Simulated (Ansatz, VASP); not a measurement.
One calculation of Fe, two programs

```
Fe
1.0
     2.48363    0.00000    0.00000
    -1.24182    2.15089    0.00000
     0.00000    0.00000    4.31542
Fe
2
Direct
  0.33333 0.66667 0.25000
  0.66667 0.33333 0.75000
```

Alike in both runs: task single point; functional PBE; k mesh 16 × 16 × 8; occupations fermi-dirac, width 0.05 eV; collinear spin.

|  | VASP | Ansatz |
| --- | --- | --- |
| version | VASP 6.6.1 | Ansatz 0.2.0 |
| potentials or method | VASP PAW PBE potentials, release 64 (Fe), cutoff 520 eV | plane waves (420 eV) with PAW, scalar-relativistic |
| valence electrons in the cell | 16 | 32 |

```tsv
	VASP	Ansatz	Ansatz less VASP
pressure (GPa)	7.5	6.7	-0.80
traceless stress, the component that is largest in VASP (GPa)	-0.25	0.29	+0.537
net moment per atom (μB)	2.50	2.45	-0.049
size of the moment on the site where the two differ most (μB)	2.48	2.46	-0.015
```

Site moments also hang on the region over which each program counts them. With one functional, cell and mesh, what is left measures potentials, basis and numerics. VASP's potentials hold 16 valence electrons a cell and Ansatz's 32, so a difference there can come from the potentials and not from the codes.
